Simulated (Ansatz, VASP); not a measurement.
**TiSi4Mo in VASP and in Ansatz**

```
Ti Si Mo
1.0
     2.28688   -4.01088    0.00000
     2.28688    4.01088    0.00000
     0.00000    0.00000    4.54318
Ti Si Mo
1 4 1
Direct
  0.00000 0.00000 0.00000
  0.33023 0.66977 0.00000
  0.83467 0.16533 0.50000
  0.66977 0.33023 0.00000
  0.16533 0.83467 0.50000
  0.50000 0.50000 0.50000
```

Alike in both runs: functional PBE; k mesh 10 × 10 × 8; occupations gaussian, width 0.1 eV; no spin polarisation.

Ansatz relaxed the structure, and its values are those at the end. VASP's run is a single point on that final structure, the one shown.

```csv
,VASP,Ansatz
version,VASP 6.6.1,Ansatz 0.2.0
potentials or method,"VASP PAW PBE potentials, release 64 (Ti_sv, Si, Mo_sv), cutoff 520 eV","scalar-relativistic, plane waves, PAW"
valence electrons in the cell,42,42
```

```tsv
	VASP	Ansatz	Ansatz less VASP
gap on the k mesh at the Fermi level (eV)	none	none	-
pressure (GPa)	0.1	0.0	-0.06
```

A gap of «none» marks a metal or a gap that the smearing closes.
